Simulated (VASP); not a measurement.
# Si2Mo (I4/mmm) in VASP: relaxation of cell and atoms with PBE

Aim: the relaxation of cell and atoms of Si2Mo with PBE.

Program: VASP 6.6.1. These are calculated values, not measurements. Logs are shortened: lines on timing, memory, paths and dates and some standing lists are left out, and cuts for length are marked.

## (1) The cell of the first run

It takes space group I4/mmm (No. 139, tetragonal). The conventional cell has a = 3.204 Å, b = 3.204 Å, c = 7.816 Å, α = 90.00°, β = 90.00°, γ = 90.00°. Within 3.4 Å of Si (site symmetry 4mm) lie 9 Si at 2.57 to 3.20 Å and 5 Mo at 2.61 to 2.62 Å. Mo (site symmetry 4/mmm) has 10 Si at 2.61 to 2.62 Å and 4 Mo at 3.20 Å within 3.4 Å.

## (2) Relaxation of cell and atoms, PBE

INCAR

```
SYSTEM = Si2Mo
PREC = Accurate ; ENCUT = 600
EDIFF = 1E-6 ; ISMEAR = 0
SIGMA = 0.1 ; LREAL = .False.
LASPH = .True. ; NELM = 100
ALGO = Normal ; ISIF = 3
LWAVE = .False. ; LCHARG = .False.
GGA = PE ; IBRION = 2
NSW = 100 ; EDIFFG = -0.002
LUSENCCL = .False.
```

KPOINTS

```
regular mesh
0
Gamma
  18 18 18
  0 0 0
```

POSCAR

```
Si2Mo
1.0
   -1.6021322800      1.6021322800      3.9080959800
    1.6021322800     -1.6021322800      3.9080959800
    1.6021322800      1.6021322800     -3.9080959800
Si Mo
2 1
Direct
    0.6645706300      0.6645706300      0.0000000000
    0.3354293700      0.3354293700      0.0000000000
    0.0000000000      0.0000000000      0.0000000000
```

Potentials or basis: VASP PAW PBE potentials, release 64 (Si, Mo_sv).

Run with:

```console
$ cat potpaw_PBE.64/Si/POTCAR potpaw_PBE.64/Mo_sv/POTCAR > POTCAR
$ mpirun -np 1 vasp_std > vasp.out
```

OUTCAR:

```text
SYSTEM = Si2Mo
   PREC = Accurate
   ENCUT = 600
   EDIFF = 1E-6
   ISMEAR = 0
   LREAL = .False.
   LASPH = .True.
   NELM = 100
   ISIF = 3
   GGA = PE
   IBRION = 2
   NSW = 100
   EDIFFG = -0.002

 ion  position               nearest neighbor table
   1  0.665  0.665  0.000-   2 2.57   3 2.61   3 2.61   3 2.61   3 2.61   3 2.62   2 2.63   2 2.63
                             2 2.63   2 2.63
   2  0.335  0.335  0.000-   1 2.57   3 2.61   3 2.61   3 2.61   3 2.61   3 2.62   1 2.63   1 2.63
                             1 2.63   1 2.63
   3  0.000  0.000  0.000-   2 2.61   1 2.61   1 2.61   1 2.61   1 2.61   2 2.61   2 2.61   2 2.61
                             1 2.62   2 2.62

  LATTYP: Found a body centered tetragonal cell.
 ALAT       =     3.2042645600
 C/A-ratio  =     2.4393091811

  Lattice vectors:

 A1 = (  -1.6021322800,   1.6021322800,   3.9080959800)
 A2 = (   1.6021322800,  -1.6021322800,   3.9080959800)
 A3 = (   1.6021322800,   1.6021322800,  -3.9080959800)

Analysis of symmetry for initial positions (statically):
=====================================================================
 Subroutine PRICEL returns:
 Original cell was already a primitive cell.

 Routine SETGRP: Setting up the symmetry group for a
 body centered tetragonal supercell.

 Subroutine GETGRP returns: Found 16 space group operations
 (whereof 16 operations were pure point group operations)
 out of a pool of 16 trial point group operations.

The static configuration has the point symmetry D_4h.

Analysis of symmetry for dynamics (positions and initial velocities):
=====================================================================
 Subroutine PRICEL returns:
 Original cell was already a primitive cell.

 Routine SETGRP: Setting up the symmetry group for a
 body centered tetragonal supercell.

 Subroutine GETGRP returns: Found 16 space group operations
 (whereof 16 operations were pure point group operations)
 out of a pool of 16 trial point group operations.

The dynamic configuration has the point symmetry D_4h.

 Subroutine INISYM returns: Found 16 space group operations
 (whereof 16 operations are pure point group operations),
 and found     1 'primitive' translations

----------------------------------------------------------------------------------------

                                     Primitive cell

  volume of cell :      40.1256

  direct lattice vectors                    reciprocal lattice vectors
    -1.602132280  1.602132280  3.908095980     0.000000000  0.312084093  0.127939539
     1.602132280 -1.602132280  3.908095980     0.312084093  0.000000000  0.127939539
     1.602132280  1.602132280 -3.908095980     0.312084093  0.312084093  0.000000000

  length of vectors
     4.517396360  4.517396360  4.517396360     0.337290686  0.337290686  0.441353557

  position of ions in fractional coordinates (direct lattice)
     0.664570630  0.664570630  0.000000000
     0.335429370  0.335429370  0.000000000
     0.000000000  0.000000000  0.000000000

  ion indices of the primitive-cell ions
   primitive index   ion index
                 1           1
                 2           2
                 3           3

----------------------------------------------------------------------------------------

 KPOINTS: regular mesh

Automatic generation of k-mesh.
 Grid dimensions read from file:
 generate k-points for:   18   18   18

 Generating k-lattice:

  Cartesian coordinates                     Fractional coordinates (reciprocal lattice)
     0.000000000  0.017338005  0.007107752     0.055555556  0.000000000 -0.000000000
     0.017338005  0.000000000  0.007107752     0.000000000  0.055555556 -0.000000000
     0.017338005  0.017338005  0.000000000     0.000000000  0.000000000  0.055555556

  Length of vectors
     0.018738371  0.018738371  0.024519642

  Shift w.r.t. Gamma in fractional coordinates (k-lattice)
     0.000000000  0.000000000  0.000000000

 Subroutine IBZKPT returns following result:
 ===========================================

 Found    480 irreducible k-points:

 Following reciprocal coordinates:
            Coordinates               Weight
  0.000000  0.000000  0.000000      1.000000
  0.055556  0.000000  0.000000      8.000000
  0.111111  0.000000  0.000000      8.000000
  0.166667  0.000000  0.000000      8.000000
  0.222222  0.000000  0.000000      8.000000
  0.277778  0.000000  0.000000      8.000000
[... 16 lines left out ...]
 -0.277778  0.055556  0.000000     16.000000
 -0.222222  0.055556  0.000000     16.000000
 [... further k-points ...]
   k-points           NKPTS =    480   k-points in BZ     NKDIM =    480   number of bands    NBANDS=     15
   number of dos      NEDOS =    301   number of ions     NIONS =      3
   total plane-waves  NPLWV =  46656
   dimension x,y,z NGX =    36 NGY =   36 NGZ =   36
   dimension x,y,z NGXF=    72 NGYF=   72 NGZF=   72
   ions per type =               2   1
   NGX,Y,Z   is equivalent  to a cutoff of  13.25, 13.25, 13.25 a.u.
   NGXF,Y,Z  is equivalent  to a cutoff of  26.50, 26.50, 26.50 a.u.
 SYSTEM =  Si2Mo
   PREC   = accura    normal or accurate (medium, high low for compatibility)
   ISTART =      0    job   : 0-new  1-cont  2-samecut
   ICHARG =      2    charge: 1-file 2-atom 10-const
   ISPIN  =      1    spin polarized calculation?
   LNONCOLLINEAR =      F non collinear calculations
   LSORBIT =      F    spin-orbit coupling
   LASPH  =      T    aspherical Exc in radial PAW
   ENCUT  =  600.0 eV  44.10 Ry    6.64 a.u.   9.02  9.02  9.02*2*pi/ulx,y,z
   NELM   =    100;   NELMIN=  2; NELMDL= -5     # of ELM steps
   EDIFF  = 0.1E-05   stopping-criterion for ELM
   LREAL  =      F    real-space projection
   EDIFFG = -.2E-02   stopping-criterion for IOM
   NSW    =    100    number of steps for IOM
   IBRION =      2    ionic relax: 0-MD 1-quasi-New 2-CG
   NFREE  =      1    steps in history (QN), initial steepest desc. (CG)
   ISIF   =      3    stress and relaxation
   ISYM   =      2    0-nonsym 1-usesym 2-fastsym
   POTIM  = 0.5000    time-step for ionic-motion
   TEBEG  =    0.0;   TEEND  =   0.0 temperature during run
   PSTRESS=    0.0 pullay stress
   NELECT =      22.0000    total number of electrons
   NUPDOWN=      -1.0000    fix difference up-down
   EMIN   =  10.00;   EMAX   =-10.00  energy-range for DOS
   EFERMI =   0.00;   METHOD = LEGACY
   ISMEAR =     0;   SIGMA  =   0.10  broadening in eV -4-tet -1-fermi 0-gaus
   EFERMI_NEDOS =   21; number of points for ismear=-14 and -15
   IALGO  =     38    algorithm
   IMIX   =      4    mixing-type and parameters
     AMIX     =   0.40;   BMIX     =  1.00
     AMIX_MAG =   1.60;   BMIX_MAG =  1.00
  volume/ion in A,a.u.               =      13.38        90.26
  Fermi-wavevector in a.u.,A,eV,Ry     =   1.339908  2.532060 24.427277  1.795354
  Thomas-Fermi vector in A             =   2.468263
   LORBIT       =      0    0 simple, 1 ext, 2 COOP (PROOUT), +10 PAW based schemes
   GGA     = PE    functional components
   LHFCALC =     F    Hartree Fock is set to
   AEXX    =    0.0000 exact exchange contribution
   IVDW    =     0    specifies the selected vdW correction
   LEPSILON=     F    determine dielectric tensor
   LRPA    =     F    only Hartree local field effects (RPA)
 conjugate gradient relaxation of ions
 non-spin polarized calculation
 Gauss-broadening in eV      SIGMA  =   0.10
  energy-cutoff  :      600.00
  volume of cell :       40.13
 maximum number of plane-waves:      1358
   NGX = 19   NGY = 19   NGZ = 19

--------------------------------------- Ionic step        1  -------------------------------------------

 number of electron      22.0000000 magnetization

 Free energy of the ion-electron system (eV)
  ---------------------------------------------------
  ext. energy  EPLUGINS =         0.00000000
  ---------------------------------------------------
  free energy    TOTEN  =       -23.25458706 eV

  energy without entropy =      -23.25343233  energy(sigma->0) =      -23.25400970

------------------------ aborting loop because EDIFF is reached ----------------------------------------

  FORCE on cell =-STRESS in cart. coord.  units (eV):
  Direction    XX          YY          ZZ          XY          YZ          ZX
  --------------------------------------------------------------------------------------
  -------------------------------------------------------------------------------------
  Total        0.7307282      0.7307282      1.1657042      0.0000000      0.0000000      0.0000000
  in kB       29.1772611     29.1772611     46.5454234      0.0000000      0.0000000      0.0000000
  external PRESSURE =      34.9666485 kB  Pullay stress =       0.0000000 kB
[... 92 lines left out ...]
  FREE ENERGIE OF THE ION-ELECTRON SYSTEM (eV)
  ---------------------------------------------------
  free  energy   TOTEN  =       -23.2620591510 eV

  energy  without entropy=      -23.2608984069  energy(sigma->0) =      -23.26147878

[... ionic steps 4 to 13 ...]

--------------------------------------- Ionic step       14  -------------------------------------------

 number of electron      22.0000000 magnetization

------------------------ aborting loop because EDIFF is reached ----------------------------------------
[... 69 lines left out ...]
--------------------------------------- Ionic step       16  -------------------------------------------

 number of electron      22.0000000 magnetization

 Free energy of the ion-electron system (eV)
  ---------------------------------------------------
  ext. energy  EPLUGINS =         0.00000000
  ---------------------------------------------------
  free energy    TOTEN  =       -23.26208798 eV

  energy without entropy =      -23.26092956  energy(sigma->0) =      -23.26150877

 E-fermi :  12.0616     XC(G=0): -12.3661

 val. band max:       12.0591472653   @ k =   0.0556   0.0556   0.0000
 cond. band min:      12.0695271288   @ k =  -0.1111  -0.1111   0.0556
 fundamental gap:      0.0103798635
 Fermi energy:        12.0615635691

 k-point     1 :       0.0000    0.0000    0.0000
  band No.  band energies     occupation
      1     -48.6735      2.00000
      2     -22.8147      2.00000
      3     -22.7486      2.00000
      4     -22.7486      2.00000
      5      -1.2538      2.00000
      6       5.7603      2.00000
      7       8.6415      2.00000
      8       9.0768      2.00000
      9       9.4798      2.00000
     10       9.4798      2.00000
     11      12.4198      0.00000
     12      15.1300      0.00000
     13      15.3094      0.00000
     14      15.5322      0.00000
[... 401 lines left out ...]
      2     -22.8487      2.00000
      3     -22.8054      2.00000
      4     -22.7463      2.00000
      5      -0.3982      2.00000
      6       5.7878      2.00000
      7       7.0832      2.00000
      8       8.8876      2.00000
      9       9.4937      2.00000
     10      10.2665      2.00000
     11      10.7791      2.00000
     12      13.8467      0.00000
     13      14.2067      0.00000
     14      16.1122      0.00000
     15      16.3653      0.00000

 [... further k-points ...]

------------------------ aborting loop because EDIFF is reached ----------------------------------------

  FORCE on cell =-STRESS in cart. coord.  units (eV):
  Direction    XX          YY          ZZ          XY          YZ          ZX
  --------------------------------------------------------------------------------------
  -------------------------------------------------------------------------------------
  Total       -0.0050740     -0.0050740     -0.0007232      0.0000000      0.0000000      0.0000000
  in kB       -0.1994428     -0.1994428     -0.0284250      0.0000000      0.0000000      0.0000000
  external PRESSURE =      -0.1424368 kB  Pullay stress =       0.0000000 kB
[... 18 lines left out ...]
  FREE ENERGIE OF THE ION-ELECTRON SYSTEM (eV)
  ---------------------------------------------------
  free  energy   TOTEN  =       -23.2620879769 eV

  energy  without entropy=      -23.2609295620  energy(sigma->0) =      -23.26150877

 reached required accuracy - stopping structural energy minimisation
```

Wall time 65 min (1 × NVIDIA H100 80GB with 1 thread of AMD EPYC 7R13 (Zen 3), shared host); peak memory 1.6 GiB.

Results:

```
Free energy                           : -23.2621 eV
Relaxed volume                        : 13.59 Å³/atom
Relaxed cell                          : a = 4.547 Å, b = 4.547 Å, c = 4.547 Å, α = 138.56°, β = 138.56°, γ = 60.05°
Space group after relaxing (to 0.1 Å) : I4/mmm (No. 139)
Energy gained by relaxing             : 2.5 meV/atom
Ionic steps                           : 16
Pressure after relaxing               : 0.0 GPa
Band gap on the k mesh                : zero (bands 11 and 12 overlap by 0.94 eV)
```

Step by step:
| step | energy change (eV) | largest force (eV/Å) | pressure (GPa) | volume (Å³) |
| --- | --- | --- | --- | --- |
| 1 | 0.0000 | 0.0943 | 3.50 | 40.13 |
| 2 | 0.0115 | 0.0963 | -5.22 | 41.84 |
| 3 | -0.0075 | 0.0173 | -0.05 | 40.78 |
| 4 | -0.0075 | 0.0189 | 0.00 | 40.76 |
| 5 | -0.0075 | 0.0048 | 0.06 | 40.75 |
| 6 | -0.0075 | 0.0057 | 0.05 | 40.75 |
| 7 | -0.0075 | 0.0069 | 0.05 | 40.75 |
| 8 | -0.0075 | 0.0079 | 0.05 | 40.75 |
| 9 | -0.0075 | 0.0005 | -0.06 | 40.77 |
| 10 | -0.0075 | 0.0024 | -0.05 | 40.76 |
| 11 | -0.0075 | 0.0038 | -0.01 | 40.76 |
| 12 | -0.0075 | 0.0035 | -0.01 | 40.76 |
| 13 | -0.0075 | 0.0031 | -0.01 | 40.76 |
| 14 | -0.0075 | 0.0028 | -0.01 | 40.76 |
| 15 | -0.0075 | 0.0026 | -0.01 | 40.76 |
| 16 | -0.0075 | 0.0002 | -0.01 | 40.76 |

Final structure:
```
Si Mo
1.0
    -1.60882    1.60882    3.93699
     1.60882   -1.60882    3.93699
     1.60882    1.60882   -3.93699
Si Mo
2 1
Direct
  0.66492 0.66492 0.00000
  0.33508 0.33508 0.00000
  0.00000 0.00000 0.00000
```

Levels at points of the mesh, in eV from the Fermi level:
```
           k point  band 9  band 10  band 11  band 12  band 13  band 14
(0.00, 0.00, 0.00)   -2.58    -2.58     0.36     3.07     3.25     3.47
(0.50, 0.00, 0.00)   -2.54    -2.52    -0.49     2.21     3.07     3.96
(0.50, 0.50, 0.00)   -4.38    -2.99    -1.21     2.26     2.67     3.10
(0.50, 0.50, 0.50)   -0.56    -0.56    -0.48    -0.48     0.49     4.69
```
